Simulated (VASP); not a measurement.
A run of VASP 6.6.1 is set up as follows.

File POSCAR:

```
SiC
1.0
    0.0000000000      1.9522256326      1.9522256326
    1.9522256326      0.0000000000      1.9522256326
    1.9522256326      1.9522256326      0.0000000000
Si C
1 1
Direct
    0.0000000000      0.0000000000      0.0000000000
    0.2500000000      0.2500000000      0.2500000000
```

Contents of INCAR.step1:

```
ALGO = Normal ; EDIFF = 1E-4
ENCUT = 520 ; GGA = PE
ISMEAR = 0 ; LASPH = True
LCHARG = False ; LREAL = False
LWAVE = True ; NBANDS = 11
NELM = 60 ; PREC = Accurate
SIGMA = 0.05
```

The input INCAR.step2:

```
ALGO = Normal ; EDIFF = 1E-6
ENCUT = 520 ; ISIF = 2
ISMEAR = 0 ; ISTART = 1
LASPH = True ; LCHARG = False
LMIXTAU = True ; LREAL = False
LWAVE = False ; METAGGA = R2SCAN
NBANDS = 11 ; NELM = 60
PREC = Accurate ; SIGMA = 0.05
```

KPOINTS

```
k-points
0
Gamma
  10 10 10
```

Potentials or basis: VASP PAW PBE potentials, release 64 (Si, C).

Command:

```sh
$ cat potpaw_PBE.64/Si/POTCAR potpaw_PBE.64/C/POTCAR > POTCAR
$ cp INCAR.step1 INCAR
$ mpirun -np 1 vasp_std > vasp.out
$ cp INCAR.step2 INCAR
$ mpirun -np 1 vasp_std > vasp.out
```

Estimate the band gap on the k mesh.

1.44 eV, indirect (least direct gap 5.39 eV).

Estimate the pressure.

137.5 GPa.

Caveat: the PAW data sets were made with another functional, which shifts forces and pressure a little. A k mesh can miss the band edges.
